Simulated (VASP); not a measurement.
Crystal: CO2.

```
C O
1.0
     2.64290   -2.37988    0.00000
     2.64290    2.37988    0.00000
     0.00000    0.00000    6.42703
C O
2 4
Cartesian
  0.0000 0.0000 0.0000
  2.6429 0.0000 3.2135
  2.6429 -1.4457 5.7385
  2.6429 1.4457 0.6886
  2.6429 -0.9342 2.5250
  2.6429 0.9342 3.9021
```

Program: VASP 6.6.1. Alike in all runs: task single point; potentials or basis VASP PAW PBE potentials, release 64 (C, O); no spin polarisation; cell as given; cutoff (eV) 520; smearing gaussian 0.01 eV.

Q: Order these runs on this cell by their pressure, lowest first.
A. level HSE06; k mesh 4 × 4 × 2; grid for exact exchange (PRECFOCK) Fast; screening parameter 0.2079 1/Å
B. level PBE-based screened hybrid; k mesh 4 × 4 × 2; grid for exact exchange (PRECFOCK) Fast; share of exact exchange 1; screening parameter 0.2078 1/Å
C. level PBE; k mesh 6 × 6 × 4

A: B (-9.8 GPa), A (2.0 GPa), C (6.7 GPa).

Caveats: some runs use coarse meshes; the PAW data sets were made with another functional, which shifts forces and pressure a little (some runs).
